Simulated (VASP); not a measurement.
# TiAl (Pm-3m) in VASP: further runs

Runs on TiAl. Level: PBEsol. Tasks: single point.

All numbers are computed with VASP 6.6.1; they aren't measurements. Logs are shortened: lines on timing, memory, paths and dates and some standing lists are left out, and cuts for length are marked.

**1. The cell of the first run**

Symmetry: Pm-3m, No. 221, cubic system. Conventional cell: a = 3.156 Å, b = 3.156 Å, c = 3.156 Å, α = 90.00°, β = 90.00°, γ = 90.00°. Ti (site symmetry m-3m) has 8 Al at 2.73 Å and 6 Ti at 3.16 Å within 3.6 Å. Al (site symmetry m-3m) has 8 Ti at 2.73 Å and 6 Al at 3.16 Å within 3.6 Å.

**2. Single point, PBEsol**

File INCAR:

```
SYSTEM = TiAl
PREC = Accurate
ENCUT = 520
EDIFF = 1E-6
ISMEAR = 0
SIGMA = 0.1
LREAL = .FALSE.
LASPH = .TRUE.
NELM = 60
ALGO = Fast
ISIF = 2
LWAVE = .FALSE.
LCHARG = .FALSE.
GGA = PS
NBANDS = 14
```

File KPOINTS:

```
Automatic mesh
0
G
  14 14 14
  0 0 0
```

File POSCAR:

```
TiAl
1.0
    3.1564740774      0.0000000000      0.0000000000
    0.0000000000      3.1564740774      0.0000000000
    0.0000000000      0.0000000000      3.1564740774
Ti Al
1 1
Direct
    0.0000000000      0.0000000000      0.0000000000
    0.5000000000      0.5000000000      0.5000000000
```

Potentials or basis: VASP PAW PBE potentials, release 64 (Ti_sv, Al).

Run with:

```
> cat potpaw_PBE.64/Ti_sv/POTCAR potpaw_PBE.64/Al/POTCAR > POTCAR
> mpirun -np 1 vasp_std > vasp.out
```

OUTCAR:

```text
SYSTEM = TiAl
   PREC = Accurate
   ENCUT = 520
   EDIFF = 1E-6
   ISMEAR = 0
   LREAL = .FALSE.
   LASPH = .TRUE.
   NELM = 60
   ISIF = 2
   GGA = PS

 ion  position               nearest neighbor table
   1  0.000  0.000  0.000-   2 2.73   2 2.73   2 2.73   2 2.73   2 2.73   2 2.73   2 2.73   2 2.73

   2  0.500  0.500  0.500-   1 2.73   1 2.73   1 2.73   1 2.73   1 2.73   1 2.73   1 2.73   1 2.73

  LATTYP: Found a simple cubic cell.
 ALAT       =     3.1564740774

  Lattice vectors:

 A1 = (   3.1564740774,   0.0000000000,   0.0000000000)
 A2 = (   0.0000000000,   3.1564740774,   0.0000000000)
 A3 = (   0.0000000000,   0.0000000000,   3.1564740774)

Analysis of symmetry for initial positions (statically):
=====================================================================
 Subroutine PRICEL returns:
 Original cell was already a primitive cell.

 Routine SETGRP: Setting up the symmetry group for a
 simple cubic supercell.

 Subroutine GETGRP returns: Found 48 space group operations
 (whereof 48 operations were pure point group operations)
 out of a pool of 48 trial point group operations.

The static configuration has the point symmetry O_h .

Analysis of symmetry for dynamics (positions and initial velocities):
=====================================================================
 Subroutine PRICEL returns:
 Original cell was already a primitive cell.

 Routine SETGRP: Setting up the symmetry group for a
 simple cubic supercell.

 Subroutine GETGRP returns: Found 48 space group operations
 (whereof 48 operations were pure point group operations)
 out of a pool of 48 trial point group operations.

The dynamic configuration has the point symmetry O_h .

 Subroutine INISYM returns: Found 48 space group operations
 (whereof 48 operations are pure point group operations),
 and found     1 'primitive' translations

----------------------------------------------------------------------------------------

                                     Primitive cell

  volume of cell :      31.4490

  direct lattice vectors                    reciprocal lattice vectors
     3.156474077  0.000000000  0.000000000     0.316809191  0.000000000  0.000000000
     0.000000000  3.156474077  0.000000000     0.000000000  0.316809191  0.000000000
     0.000000000  0.000000000  3.156474077     0.000000000  0.000000000  0.316809191

  length of vectors
     3.156474077  3.156474077  3.156474077     0.316809191  0.316809191  0.316809191

  position of ions in fractional coordinates (direct lattice)
     0.000000000  0.000000000  0.000000000
     0.500000000  0.500000000  0.500000000

  ion indices of the primitive-cell ions
   primitive index   ion index
                 1           1
                 2           2

----------------------------------------------------------------------------------------

 KPOINTS: Automatic mesh

Automatic generation of k-mesh.
 Grid dimensions read from file:
 generate k-points for:   14   14   14

 Generating k-lattice:

  Cartesian coordinates                     Fractional coordinates (reciprocal lattice)
     0.022629228  0.000000000  0.000000000     0.071428571  0.000000000  0.000000000
     0.000000000  0.022629228  0.000000000     0.000000000  0.071428571  0.000000000
     0.000000000  0.000000000  0.022629228     0.000000000  0.000000000  0.071428571

  Length of vectors
     0.022629228  0.022629228  0.022629228

  Shift w.r.t. Gamma in fractional coordinates (k-lattice)
     0.000000000  0.000000000  0.000000000

 Subroutine IBZKPT returns following result:
 ===========================================

 Found    120 irreducible k-points:

 Following reciprocal coordinates:
            Coordinates               Weight
  0.000000  0.000000  0.000000      1.000000
  0.071429  0.000000  0.000000      6.000000
  0.142857  0.000000  0.000000      6.000000
  0.214286  0.000000  0.000000      6.000000
  0.285714  0.000000  0.000000      6.000000
  0.357143  0.000000  0.000000      6.000000
[... 16 lines left out ...]
  0.285714  0.214286  0.000000     24.000000
  0.357143  0.214286  0.000000     24.000000
 [... further k-points ...]
   k-points           NKPTS =    120   k-points in BZ     NKDIM =    120   number of bands    NBANDS=     14
   number of dos      NEDOS =    301   number of ions     NIONS =      2
   total plane-waves  NPLWV =  13824
   dimension x,y,z NGX =    24 NGY =   24 NGZ =   24
   dimension x,y,z NGXF=    48 NGYF=   48 NGZF=   48
   ions per type =               1   1
   NGX,Y,Z   is equivalent  to a cutoff of  12.64, 12.64, 12.64 a.u.
   NGXF,Y,Z  is equivalent  to a cutoff of  25.28, 25.28, 25.28 a.u.
 SYSTEM =  TiAl
   PREC   = accura    normal or accurate (medium, high low for compatibility)
   ISTART =      0    job   : 0-new  1-cont  2-samecut
   ICHARG =      2    charge: 1-file 2-atom 10-const
   ISPIN  =      1    spin polarized calculation?
   LNONCOLLINEAR =      F non collinear calculations
   LSORBIT =      F    spin-orbit coupling
   LASPH  =      T    aspherical Exc in radial PAW
   ENCUT  =  520.0 eV  38.22 Ry    6.18 a.u.   5.87  5.87  5.87*2*pi/ulx,y,z
   NELM   =     60;   NELMIN=  2; NELMDL= -5     # of ELM steps
   EDIFF  = 0.1E-05   stopping-criterion for ELM
   LREAL  =      F    real-space projection
   EDIFFG = 0.1E-04   stopping-criterion for IOM
   NSW    =      0    number of steps for IOM
   IBRION =     -1    ionic relax: 0-MD 1-quasi-New 2-CG
   NFREE  =      0    steps in history (QN), initial steepest desc. (CG)
   ISIF   =      2    stress and relaxation
   ISYM   =      2    0-nonsym 1-usesym 2-fastsym
   POTIM  = 0.5000    time-step for ionic-motion
   TEBEG  =    0.0;   TEEND  =   0.0 temperature during run
   PSTRESS=    0.0 pullay stress
   NELECT =      15.0000    total number of electrons
   NUPDOWN=      -1.0000    fix difference up-down
   EMIN   =  10.00;   EMAX   =-10.00  energy-range for DOS
   EFERMI =   0.00;   METHOD = LEGACY
   ISMEAR =     0;   SIGMA  =   0.10  broadening in eV -4-tet -1-fermi 0-gaus
   EFERMI_NEDOS =   21; number of points for ismear=-14 and -15
   IALGO  =     68    algorithm
   IMIX   =      4    mixing-type and parameters
     AMIX     =   0.40;   BMIX     =  1.00
     AMIX_MAG =   1.60;   BMIX_MAG =  1.00
  volume/ion in A,a.u.               =      15.72       106.11
  Fermi-wavevector in a.u.,A,eV,Ry     =   1.279096  2.417140 22.260297  1.636086
  Thomas-Fermi vector in A             =   2.411601
   LORBIT       =      0    0 simple, 1 ext, 2 COOP (PROOUT), +10 PAW based schemes
   GGA     = PS    functional components
   LHFCALC =     F    Hartree Fock is set to
   AEXX    =    0.0000 exact exchange contribution
   IVDW    =     0    specifies the selected vdW correction
   LEPSILON=     F    determine dielectric tensor
   LRPA    =     F    only Hartree local field effects (RPA)
 non-spin polarized calculation
 RMM-DIIS sequential band-by-band and
 Gauss-broadening in eV      SIGMA  =   0.10
  energy-cutoff  :      520.00
  volume of cell :       31.45
 maximum number of plane-waves:       876
 NGX is ok and might be reduce to    24
   NGX = 11   NGY = 11   NGZ = 11

 number of electron      14.9999993 magnetization

 Free energy of the ion-electron system (eV)
  ---------------------------------------------------
  ext. energy  EPLUGINS =         0.00000000
  ---------------------------------------------------
  free energy    TOTEN  =       -12.97463587 eV

  energy without entropy =      -12.96257758  energy(sigma->0) =      -12.96860673

 E-fermi :   8.9079     XC(G=0): -11.2827

 val. band max:        8.8869932020   @ k =   0.3571   0.2857   0.1429
 cond. band min:       8.9112934046   @ k =   0.2857   0.2857   0.0000
 fundamental gap:      0.0243002026
 Fermi energy:         8.9078668504

 k-point     1 :       0.0000    0.0000    0.0000
  band No.  band energies     occupation
      1     -47.7164      2.00000
      2     -24.0166      2.00000
      3     -24.0166      2.00000
      4     -24.0166      2.00000
      5      -0.4487      2.00000
      6       7.4173      2.00000
      7       7.4173      2.00000
      8      10.7412      0.00000
      9      10.7412      0.00000
     10      10.7412      0.00000
     11      13.4247      0.00000
     12      13.4247      0.00000
     13      13.4247      0.00000
     14      17.8711      0.00000

 k-point     2 :       0.0714    0.0000    0.0000
  band No.  band energies     occupation
      1     -47.7155      2.00000
      2     -24.0261      2.00000
      3     -24.0158      2.00000
      4     -24.0158      2.00000
      5      -0.3656      2.00000
      6       7.3778      2.00000
      7       7.4550      2.00000
      8      10.5946      0.00000
      9      10.5946      0.00000
     10      10.7513      0.00000
     11      13.0758      0.00000
     12      13.6311      0.00000
     13      13.6311      0.00000
     14      17.7557      0.00000

 k-point     3 :       0.1429    0.0000    0.0000
  band No.  band energies     occupation
      1     -47.7132      2.00000
      2     -24.0524      2.00000
      3     -24.0135      2.00000
      4     -24.0135      2.00000
      5      -0.1188      2.00000
      6       7.2118      2.00000
      7       7.5639      2.00000
      8      10.2572      0.00000
      9      10.2572      0.00000
     10      10.7800      0.00000
     11      12.3999      0.00000
     12      14.1502      0.00000
     13      14.1502      0.00000
     14      17.4290      0.00000
[... 324 lines left out ...]
 k-point    23 :       0.2857    0.2143    0.0000
  band No.  band energies     occupation
      1     -47.6998      2.00000
      2     -24.1234      2.00000
      3     -24.0775      2.00000
      4     -24.0000      2.00000
      5       1.4758      2.00000
      6       6.5239      2.00000
      7       7.4343      2.00000
      8       8.9919      0.23441
      9       9.6613      0.00000
     10      10.2435      0.00000
     11      12.0620      0.00000
     12      13.6078      0.00000
     13      16.6091      0.00000
     14      17.0127      0.00000

 k-point    24 :       0.3571    0.2143    0.0000
  band No.  band energies     occupation
      1     -47.6965      2.00000
      2     -24.1600      2.00000
      3     -24.0734      2.00000
      4     -23.9966      2.00000
      5       2.0892      2.00000
      6       5.7043      2.00000
      7       7.7131      2.00000
      8       8.8475      1.60660
      9       9.4452      0.00000
     10      10.2865      0.00000
     11      11.9207      0.00000
     12      14.0836      0.00000
     13      16.5311      0.00000
     14      17.2757      0.00000

 [... further k-points ...]
[... 5 lines left out ...]
  --------------------------------------------------------------------------------------
  -------------------------------------------------------------------------------------
  Total       -0.0004998     -0.0004998     -0.0004998      0.0000000      0.0000000     -0.0000000
  in kB       -0.0254608     -0.0254608     -0.0254608      0.0000000      0.0000000     -0.0000000
  external PRESSURE =      -0.0254608 kB  Pullay stress =       0.0000000 kB

 VOLUME and BASIS-vectors are now :
 -----------------------------------------------------------------------------
  energy-cutoff  :      520.00
  volume of cell :       31.45
      direct lattice vectors                 reciprocal lattice vectors
     3.156474077  0.000000000  0.000000000     0.316809191  0.000000000  0.000000000
     0.000000000  3.156474077  0.000000000     0.000000000  0.316809191  0.000000000
     0.000000000  0.000000000  3.156474077     0.000000000  0.000000000  0.316809191

 POSITION                                       TOTAL-FORCE (eV/Angst)
 -----------------------------------------------------------------------------------
      0.00000      0.00000      0.00000         0.000000      0.000000      0.000000
      1.57824      1.57824      1.57824         0.000000      0.000000      0.000000
 -----------------------------------------------------------------------------------
    total drift:                                0.000000      0.000000      0.000000

  FREE ENERGIE OF THE ION-ELECTRON SYSTEM (eV)
  ---------------------------------------------------
  free  energy   TOTEN  =       -12.9746358704 eV

  energy  without entropy=      -12.9625775827  energy(sigma->0) =      -12.96860673
```

Run time: 24 s. Hardware: 1 thread of Intel Xeon 6975P-C (Granite Rapids), shared host; peak memory 0.17 GiB.

What came out:

```yaml
Free_energy: -12.9746 eV
Pressure: 0.0 GPa
```

Levels at points of the mesh, in eV from the Fermi level:
```
           k point  band 3  band 4  band 5  band 6  band 7  band 8  band 9  band 10  band 11  band 12
(0.00, 0.00, 0.00)  -32.92  -32.92   -9.36   -1.49   -1.49    1.83    1.83     1.83     4.52     4.52
(0.50, 0.00, 0.00)  -32.91  -32.91   -6.04   -5.25   -0.57    0.14    0.14     2.05     3.09     6.55
(0.50, 0.50, 0.00)  -33.09  -32.89   -5.07   -2.10   -2.10   -1.51    0.70     0.70     2.83     4.83
(0.50, 0.50, 0.50)  -33.06  -33.06   -3.16   -3.16   -3.16    0.78    2.90     2.90     2.97     2.97
```

Caveat: the PAW data sets were made with another functional, which shifts forces and pressure a little.

**3. Single point, PBEsol**

File INCAR:

```
ALGO = Fast
EDIFF = 1E-7
ENCUT = 520
GGA = PS
ISIF = 2
ISMEAR = 0
LASPH = T
LCHARG = F
LREAL = F
LWAVE = F
NBANDS = 14
NELM = 60
PREC = Accurate
SIGMA = 0.15
```

File KPOINTS:

```
k-points
0
Gamma
  22 22 22
```

POSCAR is that of step 2.

Potentials or basis: VASP PAW PBE potentials, release 64 (Ti_sv, Al).

Run with:

```
> cat potpaw_PBE.64/Ti_sv/POTCAR potpaw_PBE.64/Al/POTCAR > POTCAR
> mpirun -np 1 vasp_std > vasp.out
```

It took 83 s on 1 thread of Intel Xeon 6975P-C (Granite Rapids), shared host; peak memory 0.27 GiB.

The run converged. Its results:

- Free energy: -12.9811 eV
- Pressure: 0.1 GPa

Levels at points of the mesh, in eV from the Fermi level:
```
           k point  band 5  band 6  band 7  band 8  band 9  band 10
(0.00, 0.00, 0.00)   -9.35   -1.49   -1.49    1.84    1.84     1.84
(0.50, 0.00, 0.00)   -6.04   -5.25   -0.57    0.14    0.14     2.05
(0.50, 0.50, 0.00)   -5.07   -2.09   -2.09   -1.50    0.70     0.70
(0.50, 0.50, 0.50)   -3.16   -3.16   -3.16    0.78    2.90     2.90
```

Caveat: the PAW data sets were made with another functional, which shifts forces and pressure a little.

[end of part 1 of 2]
